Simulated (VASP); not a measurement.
Here is a VASP 6.6.1 calculation.

POSCAR

```
TePb
1.0
    0.0000000000      3.2678368418      3.2678368418
    3.2678368418      0.0000000000      3.2678368418
    3.2678368418      3.2678368418      0.0000000000
Pb Te
1 1
Direct
    0.0000000000      0.0000000000      0.0000000000
    0.5000000000      0.5000000000      0.5000000000
```

File INCAR.step1:

```
SYSTEM = TePb
PREC = Accurate ; ENCUT = 520
ISMEAR = 0 ; SIGMA = 0.01
LREAL = .False. ; LASPH = .True.
NELM = 80 ; NBANDS = 17
GGA = PE ; ALGO = Normal
EDIFF = 1E-4 ; LWAVE = .True.
LCHARG = .False.
```

Contents of INCAR.step2:

```
SYSTEM = TePb
PREC = Accurate ; ENCUT = 520
EDIFF = 1E-6 ; ISMEAR = 0
SIGMA = 0.01 ; LREAL = .False.
LASPH = .True. ; NELM = 80
ALGO = Normal ; ISIF = 2
LWAVE = .False. ; LCHARG = .True.
METAGGA = R2SCAN ; LMIXTAU = .True.
LELF = .True. ; LVHAR = .True.
NBANDS = 17 ; ISTART = 1
```

Contents of KPOINTS:

```
regular mesh
0
Gamma
  6 6 6
  0 0 0
```

Potentials or basis: VASP PAW PBE potentials, release 64 (Pb_d, Te).

Run with:

```sh
$ cat potpaw_PBE.64/Pb_d/POTCAR potpaw_PBE.64/Te/POTCAR > POTCAR
$ cp INCAR.step1 INCAR
$ mpirun -np 1 vasp_std > vasp.out
$ cp INCAR.step2 INCAR
$ mpirun -np 1 vasp_std > vasp.out
```

Problem. Estimate the band gap on the k mesh.

Solution. 1.09 eV, direct.

Problem. Predict the pressure.

Solution. 0.0 GPa.

Caveat: the PAW data sets were made with another functional, which shifts forces and pressure a little; spin-orbit coupling is left out, which moves the levels of the heavy elements. A k mesh can miss the band edges.
